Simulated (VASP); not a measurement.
Here is a VASP 6.6.1 calculation.

File INCAR:

```
SYSTEM = MgO
PREC = Accurate ; ENCUT = 520
EDIFF = 1E-7 ; ISMEAR = -1
SIGMA = 0.02 ; LREAL = .False.
LASPH = .True. ; NELM = 100
ALGO = Normal ; ISIF = 2
LWAVE = .False. ; LCHARG = .True.
GGA = PE ; LELF = .True.
LVHAR = .True. ; NBANDS = 11
```

File KPOINTS:

```
Automatic mesh
0
Gamma
  10 10 10
  0 0 0
```

POSCAR

```
MgO
1.0
    2.6233491285      0.0000000000      0.0000000000
    0.0000000000      2.6233491285      0.0000000000
    0.0000000000      0.0000000000      2.6233491285
Mg O
1 1
Direct
    0.0000000000      0.0000000000      0.0000000000
    0.5000000000      0.5000000000      0.5000000000
```

Potentials or basis: VASP PAW PBE potentials, release 64 (Mg, O).

Launch:

```console
$ cat potpaw_PBE.64/Mg/POTCAR potpaw_PBE.64/O/POTCAR > POTCAR
$ mpirun -np 1 vasp_std > vasp.out
```

Question: Predict the band gap on the k mesh.

Answer: 2.62 eV (least direct gap 3.64 eV).

Question: Predict the pressure.

Answer: 5.5 GPa.

Caveat: the cell stands under pressure. A k mesh can miss the band edges.
